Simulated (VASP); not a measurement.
# BaTiO3 (an interface model): single point with PBE

System: BaTiO3 (an interface model).

```
Ba Ti O
1.0
     5.68408    0.00000    0.00000
    -2.84204    4.92255    0.00000
     0.00000    0.00000   13.92308
Ba Ti O
6 6 18
Direct
  0.33333 0.66667 0.08333
  0.00000 0.00000 0.25000
  0.66667 0.33333 0.41667
  0.33333 0.66667 0.91667
  0.00000 0.00000 0.75000
  0.66667 0.33333 0.58333
  0.00000 0.00000 0.00000
  0.66667 0.33333 0.16667
  0.33333 0.66667 0.33333
  0.66667 0.33333 0.83333
  0.33333 0.66667 0.66667
  0.00000 0.00000 0.50000
  0.83333 0.16667 0.08333
  0.50000 0.50000 0.25000
  0.16667 0.83333 0.41667
  0.83333 0.66667 0.08333
  0.50000 0.00000 0.25000
  0.16667 0.33333 0.41667
  0.33333 0.16667 0.08333
  0.00000 0.50000 0.25000
  0.66667 0.83333 0.41667
  0.83333 0.16667 0.91667
  0.50000 0.50000 0.75000
  0.16667 0.83333 0.58333
  0.83333 0.66667 0.91667
  0.50000 0.00000 0.75000
  0.16667 0.33333 0.58333
  0.33333 0.16667 0.91667
  0.00000 0.50000 0.75000
  0.66667 0.83333 0.58333
```

| Property | Result |
| --- | --- |
| Program | VASP 6.6.1 |
| Task | single point |
| Functional | PBE |
| Potentials or basis | VASP PAW PBE potentials, release 64 (Ba_sv, Ti_sv, O) |
| Cutoff | 520 eV |
| k mesh | 6 × 6 × 2 |
| Occupations | gaussian, width 0.05 eV |
| Spin | no spin polarisation |

```yaml
Pressure: 12.4 GPa
Largest_force: 21.948 eV/Å
Band_gap_on_the_k_mesh: 0.93 eV
```

Forces in eV/Å, atoms in the order of the input:
```
Ba    0.000   0.000  21.948
Ba    0.000   0.000   0.000
Ba    0.000   0.000 -21.948
Ba    0.000   0.000 -21.948
Ba    0.000   0.000   0.000
Ba    0.000   0.000  21.948
Ti    0.000   0.000   0.000
Ti    0.000   0.000  -1.511
Ti    0.000   0.000   1.511
Ti    0.000   0.000   1.511
Ti    0.000   0.000  -1.511
Ti    0.000   0.000   0.000
O     0.493  -0.285   1.505
O     0.000   0.000   0.000
O    -0.493   0.285  -1.505
O     0.000   0.569   1.505
O     0.000   0.000   0.000
O     0.000  -0.569  -1.505
O    -0.493  -0.285   1.505
O     0.000   0.000   0.000
O     0.493   0.285  -1.505
O     0.493  -0.285  -1.505
O     0.000   0.000   0.000
O    -0.493   0.285   1.505
O     0.000   0.569  -1.505
O     0.000   0.000   0.000
O     0.000  -0.569   1.505
O    -0.493  -0.285  -1.505
O     0.000   0.000   0.000
O     0.493   0.285   1.505
```

Stress tensor (GPa, compression positive):
```
-4.46  0.00  0.00
 0.00 -4.46  0.00
 0.00  0.00 46.23
```

Levels at points of the mesh, in eV from the valence-band top:
| k point | band 118 | band 119 | band 120 | band 121 | band 122 | band 123 |
| --- | --- | --- | --- | --- | --- | --- |
| (0.00, 0.00, 0.00) | -0.28 | 0.00 | 0.00 | 0.93 | 0.93 | 1.09 |
| (0.50, 0.00, 0.00) | -0.52 | -0.32 | -0.16 | 1.31 | 1.64 | 2.02 |
| (0.00, 0.00, 0.50) | -0.24 | -0.24 | -0.24 | 1.34 | 1.34 | 1.34 |
| (0.50, 0.00, 0.50) | -0.62 | -0.27 | -0.27 | 1.57 | 1.57 | 1.98 |

It took 31 min on 1 thread of Intel(R) Xeon(R) Platinum 8488C (Sapphire Rapids), with other jobs on the host, peak memory 0.81 GiB.

Caveat: spin-orbit coupling is left out, which moves the levels of the heavy elements.
